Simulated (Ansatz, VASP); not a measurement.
One calculation of WC, two programs

```
W C
1.0
     2.90650    0.00000    0.00000
    -1.45325    2.51710    0.00000
     0.00000    0.00000    2.83660
W C
1 1
Direct
  0.00000 0.00000 0.00000
  0.66667 0.33333 0.50000
```

Alike in both runs: task single point; functional PBE; k mesh 11 × 11 × 10; occupations methfessel-paxton of order 1, width 0.1 eV; no spin polarisation.

|  | VASP | Ansatz |
| --- | --- | --- |
| version | VASP 6.6.1 | Ansatz 0.2.0 |
| potentials or method | VASP PAW PBE potentials, release 64 (W_sv, C), cutoff 520 eV | plane waves, PAW |
| valence electrons in the cell | 18 | 18 |

```csv
,VASP,Ansatz,Ansatz less VASP
pressure (GPa),6.8,5.7,-1.15
"traceless stress, the component that is largest in VASP (GPa)",0.05,-0.15,-0.207
```

With one functional, cell and mesh, what is left measures potentials, basis and numerics.

Spin-orbit coupling is off throughout.
